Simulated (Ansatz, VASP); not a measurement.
## CdH2O2: VASP beside Ansatz

```
CELL_PARAMETERS angstrom
3.85258 0.00000 0.00000
-1.92629 3.33643 0.00000
0.00000 0.00000 4.45615
ATOMIC_POSITIONS crystal
Cd 0.33333 0.66667 0.98730
H 0.00000 0.00000 0.00808
H 0.66667 0.33333 0.43189
O 0.00000 0.00000 0.78619
O 0.66667 0.33333 0.21189
```

Alike in both runs: task single point; functional PBEsol; k mesh 6 × 6 × 4; no spin polarisation.

```csv
,VASP,Ansatz
version,VASP 6.6.1,Ansatz 0.2.0
potentials or method,"VASP PAW PBE potentials, release 64 (Cd, H, O), cutoff 520 eV","plane waves, PAW"
occupations,"gaussian, width 0.01 eV",fixed
valence electrons in the cell,26,34
```

Ansatz gave:

| Property | Result |
| --- | --- |
| pressure (GPa) | -5.1 |
| traceless stress, the component that is largest in VASP (GPa) | 1.99 |

Q: Estimate VASP's values.

A: Pressure (GPa): -4.6; traceless stress, the component that is largest in VASP (GPa): 2.22.

VASP's potentials were made for PBE, not for PBEsol. VASP's potentials hold 26 valence electrons a cell and Ansatz's 34, so a difference there can come from the potentials and not from the codes.
